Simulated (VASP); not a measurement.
A run of VASP 6.6.1 is set up as follows.

The input POSCAR:

```
H4CO
1.0
    7.3803230000      0.0000000000      0.0000000000
    0.0000000000      7.3803230000      0.0000000000
    0.0000000000      0.0000000000      7.3803230000
C O H
6 6 24
Direct
    0.1128812384      0.0012330084      0.0205953046
    0.4104698399      0.6211110273      0.1146426789
    0.6855255522      0.2265889989      0.0968250306
    0.3181026088      0.3304597915      0.5135412095
    0.2232829105      0.7762532886      0.6242409716
    0.7529074270      0.9056378698      0.5609239596
    0.0875435940      0.0099724633      0.2181476339
    0.5585663392      0.7155784374      0.1918615215
    0.5890392602      0.2247056125     -0.0717583770
    0.2594601889      0.3092683071      0.7048607493
    0.0897386198      0.6610279794      0.6943869530
    0.7187761294      0.7178412110      0.5776305454
    0.0385890970     -0.1187888389     -0.0224109433
    0.1726889189      0.1029494238      0.2527396159
    0.0691026666      0.1255094120     -0.0493880823
    0.2557882629     -0.0173569639     -0.0138476324
    0.4444791915      0.6189295509     -0.0304729210
    0.5624279588      0.6896717122      0.3209480127
    0.4145076035      0.4794370111      0.1550067660
    0.2804213312      0.6842925438      0.1438419430
    0.6146343459      0.3071545785      0.1974845816
    0.6700790738      0.1503321738     -0.1436928980
    0.6935875300      0.0814327503      0.1398990261
    0.8226062735      0.2850146261      0.0844136496
    0.2092997827      0.3782625774      0.4268105881
    0.3697941133      0.2829279965      0.7741937582
    0.4200358169      0.4374605285      0.5055334299
    0.3813383235      0.2009261654      0.4768219494
    0.1843957236      0.9131443163      0.6584671159
    0.1326906695      0.5373342061      0.7070286761
    0.3592390198      0.7532597151      0.6802954288
    0.2475365916      0.7494793927      0.4834341261
    0.6282651857      0.9691039268      0.5073219695
    0.8323483945      0.6569224680      0.6109759695
    0.7980816016      0.9694291158      0.6861894798
    0.8577944353      0.9443082640      0.4646951089
```

The input INCAR.step1:

```
SYSTEM = H4CO
ALGO = Normal
EDIFF = 1E-4
ENCUT = 520
GGA = PE
ISMEAR = -1
LASPH = .True.
LCHARG = .False.
LREAL = Auto
LWAVE = .True.
NBANDS = 66
NELM = 80
PREC = Accurate
SIGMA = 0.02
```

INCAR.step2

```
SYSTEM = H4CO
ALGO = Normal
EDIFF = 1E-6
ENCUT = 520
ISIF = 2
ISMEAR = -1
ISTART = 1
IVDW = 12
LASPH = .True.
LCHARG = .False.
LMIXTAU = .True.
LREAL = Auto
LWAVE = .False.
METAGGA = R2SCAN
NBANDS = 66
NELM = 80
PREC = Accurate
SIGMA = 0.02
VDW_A1 = 0.49484001
VDW_A2 = 5.73083694
VDW_S6 = 1.0
VDW_S8 = 0.78981345
```

The input KPOINTS:

```
k-points
0
Gamma
  1 1 1
  0 0 0
```

Potentials or basis: VASP PAW PBE potentials, release 64 (C, O, H).

The run is started by

```console
$ cat potpaw_PBE.64/C/POTCAR potpaw_PBE.64/O/POTCAR potpaw_PBE.64/H/POTCAR > POTCAR
$ cp INCAR.step1 INCAR
$ mpirun -np 1 vasp_gam > vasp.out
$ cp INCAR.step2 INCAR
$ mpirun -np 1 vasp_gam > vasp.out
```

Task: Predict the band gap on the k mesh.

Result: 5.46 eV.

Task: Predict the pressure.

Result: -0.8 GPa.

Task: Predict the dispersion energy per atom.

Result: -0.017 eV.

Task: What does it give for the largest force?

Result: 1.706 eV/Å.

Forces in eV/Å, atoms in the order of the input:
```
C   -0.060 -0.205  0.631
C    0.865 -0.193 -0.848
C    0.367 -1.063  0.594
C    0.720 -0.151  1.540
C    1.149 -0.330  0.412
C   -0.253  0.573 -0.594
O    0.433  0.406 -1.192
O    0.098  0.240  0.771
O    0.406  0.164 -0.384
O    0.125  0.358 -1.205
O   -0.937 -0.429  0.360
O    0.120 -0.360 -0.005
H   -0.098  0.174 -0.209
H   -0.075 -0.028  0.436
H   -0.224 -0.232  0.212
H    0.072 -0.089  0.131
H   -0.626  0.114  0.111
H    0.276  0.174 -0.083
H   -0.380 -0.250  0.203
H   -0.194 -0.005 -0.078
H   -0.257 -0.037 -0.077
H   -0.534  0.091 -0.395
H    0.211  0.868  0.259
H   -0.294 -0.157 -0.147
H   -0.490 -0.504  0.191
H   -0.287  0.168 -0.003
H    0.279 -0.004  0.096
H   -0.316  0.225 -0.553
H   -0.098  0.396 -0.430
H    0.396 -0.129  0.113
H   -0.077 -0.105  0.601
H   -0.419  0.478 -1.042
H    0.218 -0.136  0.472
H   -0.130  0.478 -0.051
H   -0.271 -0.019  0.582
H    0.285 -0.479 -0.420
```

Caveat: the k points lie up to 0.85 Å⁻¹ apart, too coarse for converged energies, forces and pressures; the PAW data sets were made with another functional, which shifts forces and pressure a little.
